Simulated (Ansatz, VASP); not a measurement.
**Two plane-wave programs on La**

```
La
1.0
    -2.11274    2.11274    2.11274
     2.11274   -2.11274    2.11274
     2.11274    2.11274   -2.11274
La
1
Direct
  0.00000 0.00000 0.00000
```

Alike in both runs: functional PBE; k mesh 13 × 13 × 13; occupations fermi-dirac, width 0.05 eV; no spin polarisation.

Ansatz relaxed the structure, and its values are those at the end. VASP's run is a single point on that final structure, the one shown.

|  | VASP | Ansatz |
| --- | --- | --- |
| version | VASP 6.6.1 | Ansatz 0.2.0 |
| potentials or method | VASP PAW PBE potentials, release 64 (La) | PAW with Ansatz's default frozen-core files, scalar-relativistic |
| plane-wave cutoff (eV) | 520 | 420 |
| valence electrons in the cell | 11 | 11 |

|  | VASP | Ansatz | Ansatz less VASP |
| --- | --- | --- | --- |
| pressure (GPa) | 0.0 | 0.0 | -0.04 |

Spin-orbit coupling is off throughout.
